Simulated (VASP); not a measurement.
# WC (Pm) in VASP: notebook

The runs below take WC through single point, with PBE.

Everything below comes from runs of VASP 6.6.1. Logs are shortened: lines on timing, memory, paths and dates and some standing lists are left out, and cuts for length are marked.

## (1) The cell of the first run

Symmetry: Pm, No. 6, monoclinic system. Conventional cell: a = 2.901 Å, b = 2.829 Å, c = 2.901 Å, α = 90.00°, β = 120.00°, γ = 90.00°. W (site symmetry m) has 6 C at 2.14 to 2.27 Å and 8 W at 2.83 to 2.90 Å within 3.0 Å. Within 3.0 Å of C (site symmetry m) lie 6 W at 2.14 to 2.27 Å and 8 C at 2.83 to 2.90 Å.

## (2) Single point, PBE (all W atoms moved -0.100 Å, as atom 1 along Cartesian [1 1 0])

Contents of INCAR:

```
PREC = Accurate
ENCUT = 520
EDIFF = 1E-7
ISMEAR = 0
SIGMA = 0.15
LREAL = F
LASPH = T
NELM = 100
ALGO = Normal
ISIF = 2
LWAVE = F
LCHARG = T
GGA = PE
LELF = T
LVHAR = T
NBANDS = 16
```

Contents of KPOINTS:

```
regular mesh
0
Gamma
  18 18 16
```

Contents of POSCAR:

```
WC
1.0
    2.9005014360      0.0000000000      0.0000000000
   -1.4502507180      2.5119079273      0.0000000000
    0.0000000000      0.0000000000      2.8290000000
W C
1 1
Direct
   -0.0384538707     -0.0281501871      0.0000000000
    0.6666666667      0.3333333333      0.5000000000
```

Potentials or basis: VASP PAW PBE potentials, release 64 (W_sv, C).

Run with:

```bash
$ cat potpaw_PBE.64/W_sv/POTCAR potpaw_PBE.64/C/POTCAR > POTCAR
$ mpirun -np 1 vasp_std > vasp.out
```

OUTCAR:

```text
PREC = Accurate
   ENCUT = 520
   EDIFF = 1E-7
   ISMEAR = 0
   LREAL = F
   LASPH = T
   NELM = 100
   ISIF = 2
   GGA = PE

 ion  position               nearest neighbor table
   1  0.962  0.972  0.000-   2 2.14   2 2.14   2 2.17   2 2.17   2 2.27   2 2.27
   2  0.667  0.333  0.500-   1 2.14   1 2.14   1 2.17   1 2.17   1 2.27   1 2.27

  LATTYP: Found a hexagonal cell.
 ALAT       =     2.9005014360
 C/A-ratio  =     0.9753485949

  Lattice vectors:

 A1 = (   2.9005014360,   0.0000000000,   0.0000000000)
 A2 = (  -1.4502507180,   2.5119079273,   0.0000000000)
 A3 = (   0.0000000000,   0.0000000000,   2.8290000000)

Analysis of symmetry for initial positions (statically):
=====================================================================
 Subroutine PRICEL returns:
 Original cell was already a primitive cell.

 Routine SETGRP: Setting up the symmetry group for a
 hexagonal supercell.

 Subroutine GETGRP returns: Found  2 space group operations
 (whereof  2 operations were pure point group operations)
 out of a pool of 24 trial point group operations.

The static configuration has the point symmetry C_1h.

Analysis of symmetry for dynamics (positions and initial velocities):
=====================================================================
 Subroutine PRICEL returns:
 Original cell was already a primitive cell.

 Routine SETGRP: Setting up the symmetry group for a
 hexagonal supercell.

 Subroutine GETGRP returns: Found  2 space group operations
 (whereof  2 operations were pure point group operations)
 out of a pool of 24 trial point group operations.

The dynamic configuration has the point symmetry C_1h.

 Subroutine INISYM returns: Found  2 space group operations
 (whereof  2 operations are pure point group operations),
 and found     1 'primitive' translations

----------------------------------------------------------------------------------------

                                     Primitive cell

  volume of cell :      20.6115

  direct lattice vectors                    reciprocal lattice vectors
     2.900501436  0.000000000  0.000000000     0.344767973  0.199051882  0.000000000
    -1.450250718  2.511907927  0.000000000     0.000000000  0.398103764  0.000000000
     0.000000000  0.000000000  2.829000000     0.000000000  0.000000000  0.353481796

  length of vectors
     2.900501436  2.900501436  2.829000000     0.398103764  0.398103764  0.353481796

  position of ions in fractional coordinates (direct lattice)
     0.961546129  0.971849813  0.000000000
     0.666666667  0.333333333  0.500000000

  ion indices of the primitive-cell ions
   primitive index   ion index
                 1           1
                 2           2

----------------------------------------------------------------------------------------

 KPOINTS: regular mesh

Automatic generation of k-mesh.
 Grid dimensions read from file:
 generate k-points for:   18   18   16

 Generating k-lattice:

  Cartesian coordinates                     Fractional coordinates (reciprocal lattice)
     0.019153776  0.011058438  0.000000000     0.055555556  0.000000000  0.000000000
     0.000000000  0.022116876  0.000000000     0.000000000  0.055555556  0.000000000
     0.000000000  0.000000000  0.022092612     0.000000000  0.000000000  0.062500000

  Length of vectors
     0.022116876  0.022116876  0.022092612

  Shift w.r.t. Gamma in fractional coordinates (k-lattice)
     0.000000000  0.000000000  0.000000000

 Subroutine IBZKPT returns following result:
 ===========================================

 Found   1476 irreducible k-points:

 Following reciprocal coordinates:
            Coordinates               Weight
  0.000000  0.000000  0.000000      1.000000
  0.055556  0.000000  0.000000      2.000000
  0.000000  0.055556  0.000000      2.000000
 -0.055556  0.055556  0.000000      2.000000
  0.111111  0.000000  0.000000      2.000000
  0.000000  0.111111  0.000000      2.000000
[... 16 lines left out ...]
  0.444444 -0.000000  0.000000      2.000000
  0.000000  0.444444  0.000000      2.000000
 [... further k-points ...]
   k-points           NKPTS =   1476   k-points in BZ     NKDIM =   1476   number of bands    NBANDS=     16
   number of dos      NEDOS =    301   number of ions     NIONS =      2
   total plane-waves  NPLWV =  13824
   dimension x,y,z NGX =    24 NGY =   24 NGZ =   24
   dimension x,y,z NGXF=    48 NGYF=   48 NGZF=   48
   ions per type =               1   1
   NGX,Y,Z   is equivalent  to a cutoff of  13.76, 13.76, 14.10 a.u.
   NGXF,Y,Z  is equivalent  to a cutoff of  27.51, 27.51, 28.21 a.u.
 SYSTEM =  unknown system
   PREC   = accura    normal or accurate (medium, high low for compatibility)
   ISTART =      0    job   : 0-new  1-cont  2-samecut
   ICHARG =      2    charge: 1-file 2-atom 10-const
   ISPIN  =      1    spin polarized calculation?
   LNONCOLLINEAR =      F non collinear calculations
   LSORBIT =      F    spin-orbit coupling
   LASPH  =      T    aspherical Exc in radial PAW
   ENCUT  =  520.0 eV  38.22 Ry    6.18 a.u.   5.39  5.39  5.26*2*pi/ulx,y,z
   NELM   =    100;   NELMIN=  2; NELMDL= -5     # of ELM steps
   EDIFF  = 0.1E-06   stopping-criterion for ELM
   LREAL  =      F    real-space projection
   EDIFFG = 0.1E-05   stopping-criterion for IOM
   NSW    =      0    number of steps for IOM
   IBRION =     -1    ionic relax: 0-MD 1-quasi-New 2-CG
   NFREE  =      0    steps in history (QN), initial steepest desc. (CG)
   ISIF   =      2    stress and relaxation
   ISYM   =      2    0-nonsym 1-usesym 2-fastsym
   POTIM  = 0.5000    time-step for ionic-motion
   TEBEG  =    0.0;   TEEND  =   0.0 temperature during run
   PSTRESS=    0.0 pullay stress
   NELECT =      18.0000    total number of electrons
   NUPDOWN=      -1.0000    fix difference up-down
   EMIN   =  10.00;   EMAX   =-10.00  energy-range for DOS
   EFERMI =   0.00;   METHOD = LEGACY
   ISMEAR =     0;   SIGMA  =   0.15  broadening in eV -4-tet -1-fermi 0-gaus
   EFERMI_NEDOS =   21; number of points for ismear=-14 and -15
   IALGO  =     38    algorithm
   IMIX   =      4    mixing-type and parameters
     AMIX     =   0.40;   BMIX     =  1.00
     AMIX_MAG =   1.60;   BMIX_MAG =  1.00
  volume/ion in A,a.u.               =      10.31        69.55
  Fermi-wavevector in a.u.,A,eV,Ry     =   1.564813  2.957068 33.315762  2.448639
  Thomas-Fermi vector in A             =   2.667381
   LORBIT       =      0    0 simple, 1 ext, 2 COOP (PROOUT), +10 PAW based schemes
   GGA     = PE    functional components
   LHFCALC =     F    Hartree Fock is set to
   AEXX    =    0.0000 exact exchange contribution
   IVDW    =     0    specifies the selected vdW correction
   LEPSILON=     F    determine dielectric tensor
   LRPA    =     F    only Hartree local field effects (RPA)
 non-spin polarized calculation
 Gauss-broadening in eV      SIGMA  =   0.15
  energy-cutoff  :      520.00
  volume of cell :       20.61
 maximum number of plane-waves:       580
 NGX is ok and might be reduce to    24
   NGX = 11   NGY = 11   NGZ = 11

 number of electron      18.0000001 magnetization

 Free energy of the ion-electron system (eV)
  ---------------------------------------------------
  ext. energy  EPLUGINS =         0.00000000
  ---------------------------------------------------
  free energy    TOTEN  =       -22.35827566 eV

  energy without entropy =      -22.35552092  energy(sigma->0) =      -22.35689829

 E-fermi :  11.1991     XC(G=0): -13.8353

 val. band max:       11.1984152745   @ k =   0.1111   0.0000   0.3125
 cond. band min:      11.2012476724   @ k =  -0.2222  -0.4444   0.0000
 fundamental gap:      0.0028323979
 Fermi energy:        11.1990959696

 k-point     1 :       0.0000    0.0000    0.0000
  band No.  band energies     occupation
      1     -62.8043      2.00000
      2     -26.7903      2.00000
      3     -26.6869      2.00000
      4     -26.6810      2.00000
      5      -3.3299      2.00000
      6       6.7685      2.00000
[... 8 lines left out ...]
     15      25.5669      0.00000
     16      27.3888      0.00000

 k-point     2 :       0.0556    0.0000    0.0000
  band No.  band energies     occupation
      1     -62.8025      2.00000
      2     -26.7870      2.00000
      3     -26.7126      2.00000
      4     -26.6875      2.00000
      5      -3.2507      2.00000
      6       6.8083      2.00000
[... 8 lines left out ...]
     15      25.2210      0.00000
     16      27.9063      0.00000

 k-point     3 :       0.0000    0.0556    0.0000
  band No.  band energies     occupation
      1     -62.8024      2.00000
      2     -26.7868      2.00000
      3     -26.7080      2.00000
      4     -26.6927      2.00000
      5      -3.2454      2.00000
      6       6.7897      2.00000
[... 8 lines left out ...]
     15      25.4709      0.00000
     16      27.5717      0.00000

 k-point     4 :      -0.0556    0.0556    0.0000
  band No.  band energies     occupation
      1     -62.8024      2.00000
      2     -26.7868      2.00000
      3     -26.7114      2.00000
      4     -26.6892      2.00000
      5      -3.2466      2.00000
      6       6.7972      2.00000
[... 8 lines left out ...]
     15      25.4091      0.00000
     16      27.5955      0.00000

 k-point     5 :       0.1111    0.0000    0.0000
  band No.  band energies     occupation
      1     -62.7973      2.00000
      2     -26.7875      2.00000
      3     -26.7774      2.00000
      4     -26.7047      2.00000
      5      -3.0201      2.00000
      6       6.8230      2.00000
[... 8 lines left out ...]
     15      24.7147      0.00000
     16      28.8394      0.00000

 k-point     6 :       0.0000    0.1111    0.0000
  band No.  band energies     occupation
      1     -62.7972      2.00000
      2     -26.7845      2.00000
      3     -26.7768      2.00000
      4     -26.7100      2.00000
      5      -2.9984      2.00000
      6       6.7512      2.00000
[... 8 lines left out ...]
     15      25.3036      0.00000
     16      28.0808      0.00000

 k-point     7 :      -0.1111    0.1111    0.0000
  band No.  band energies     occupation
      1     -62.7972      2.00000
      2     -26.7873      2.00000
      3     -26.7769      2.00000
      4     -26.7067      2.00000
      5      -3.0033      2.00000
      6       6.7772      2.00000
[... 8 lines left out ...]
     15      25.1394      0.00000
     16      28.1063      0.00000

 k-point     8 :       0.1667    0.0000    0.0000
  band No.  band energies     occupation
      1     -62.7893      2.00000
      2     -26.9009      2.00000
      3     -26.7628      2.00000
      4     -26.7307      2.00000
      5      -2.6575      2.00000
      6       6.4781      2.00000
[... 8 lines left out ...]
     15      24.4128      0.00000
     16      29.6555      0.00000

 k-point     9 :       0.0000    0.1667    0.0000
  band No.  band energies     occupation
      1     -62.7892      2.00000
      2     -26.9002      2.00000
      3     -26.7614      2.00000
      4     -26.7364      2.00000
      5      -2.6073      2.00000
      6       6.4106      2.00000
[... 8 lines left out ...]
     15      25.2499      0.00000
     16      28.8161      0.00000
[... 172 lines left out ...]
 k-point    19 :      -0.3333    0.3333    0.0000
  band No.  band energies     occupation
      1     -62.7591      2.00000
      2     -27.3187      2.00000
      3     -26.8307      2.00000
      4     -26.7040      2.00000
      5      -0.9638      2.00000
      6       4.8184      2.00000
[... 8 lines left out ...]
     15      26.1781      0.00000
     16      27.8669      0.00000

 k-point    20 :       0.3889   -0.0000    0.0000
  band No.  band energies     occupation
      1     -62.7515      2.00000
      2     -27.4165      2.00000
      3     -26.8529      2.00000
      4     -26.6926      2.00000
      5      -0.6802      2.00000
      6       4.6728      2.00000
[... 8 lines left out ...]
     15      25.3372      0.00000
     16      28.0690      0.00000

 k-point    21 :       0.0000    0.3889    0.0000
  band No.  band energies     occupation
      1     -62.7510      2.00000
      2     -27.4257      2.00000
      3     -26.8601      2.00000
      4     -26.6874      2.00000
      5      -0.3399      2.00000
      6       4.3102      2.00000
[... 8 lines left out ...]
     15      25.4321      0.00000
     16      28.3921      0.00000

 k-point    22 :      -0.3889    0.3889    0.0000
  band No.  band energies     occupation
      1     -62.7511      2.00000
      2     -27.4255      2.00000
      3     -26.8564      2.00000
      4     -26.6886      2.00000
      5      -0.4219      2.00000
      6       4.4047      2.00000
[... 8 lines left out ...]
     15      25.3434      0.00000
     16      28.2122      0.00000

 k-point    23 :       0.4444   -0.0000    0.0000
  band No.  band energies     occupation
      1     -62.7462      2.00000
      2     -27.4845      2.00000
      3     -26.8694      2.00000
      4     -26.6828      2.00000
      5      -0.3531      2.00000
      6       4.4761      2.00000
[... 8 lines left out ...]
     15      24.4258      0.00000
     16      28.7387      0.00000

 k-point    24 :       0.0000    0.4444    0.0000
  band No.  band energies     occupation
      1     -62.7458      2.00000
      2     -27.4948      2.00000
      3     -26.8768      2.00000
      4     -26.6771      2.00000
      5       0.0876      2.00000
      6       3.9906      2.00000
[... 8 lines left out ...]
     15      24.3906      0.00000
     16      29.1252      0.00000

 [... further k-points ...]

------------------------ aborting loop because EDIFF is reached ----------------------------------------

  FORCE on cell =-STRESS in cart. coord.  units (eV):
  Direction    XX          YY          ZZ          XY          YZ          ZX
  --------------------------------------------------------------------------------------
  -------------------------------------------------------------------------------------
  Total        0.9332746      1.7467643      1.6223057     -0.4008058      0.0000000      0.0000000
  in kB       72.5454676    135.7797908    126.1053528    -31.1555041      0.0000000      0.0000000
  external PRESSURE =     111.4768704 kB  Pullay stress =       0.0000000 kB

 VOLUME and BASIS-vectors are now :
 -----------------------------------------------------------------------------
  energy-cutoff  :      520.00
  volume of cell :       20.61
      direct lattice vectors                 reciprocal lattice vectors
     2.900501436  0.000000000  0.000000000     0.344767973  0.199051882  0.000000000
    -1.450250718  2.511907927  0.000000000     0.000000000  0.398103764  0.000000000
     0.000000000  0.000000000  2.829000000     0.000000000  0.000000000  0.353481796

 POSITION                                       TOTAL-FORCE (eV/Angst)
 -----------------------------------------------------------------------------------
      1.37954      2.44120      0.00000         1.024027      1.137435      0.000000
      1.45025      0.83730      1.41450        -1.024027     -1.137435      0.000000
 -----------------------------------------------------------------------------------
    total drift:                               -0.000013     -0.000006      0.000000

  FREE ENERGIE OF THE ION-ELECTRON SYSTEM (eV)
  ---------------------------------------------------
  free  energy   TOTEN  =       -22.3582756601 eV

  energy  without entropy=      -22.3555209231  energy(sigma->0) =      -22.35689829
```

It took 4.1 min on 1 thread of AMD EPYC 9R45 (Zen 5), shared host; peak memory 0.52 GiB.

What came out:

```
Free energy            : -22.3583 eV
Pressure               : 11.1 GPa
Largest force          : 1.530 eV/Å
Band gap on the k mesh : zero (bands 9 and 10 overlap by 1.27 eV)
```

Forces on the atoms (eV/Å):
```
W    1.024  1.137  0.000
C   -1.024 -1.137  0.000
```

Caveat: the cell differs from its parent crystal (all W atoms moved -0.100 Å, as atom 1 along Cartesian [1 1 0]); the cell stands under pressure; spin-orbit coupling is left out, which moves the levels of the heavy elements; forces of over 1 eV/Å act on the atoms, so gaps and moduli don't describe the material at rest.

[end of part 1 of 2]
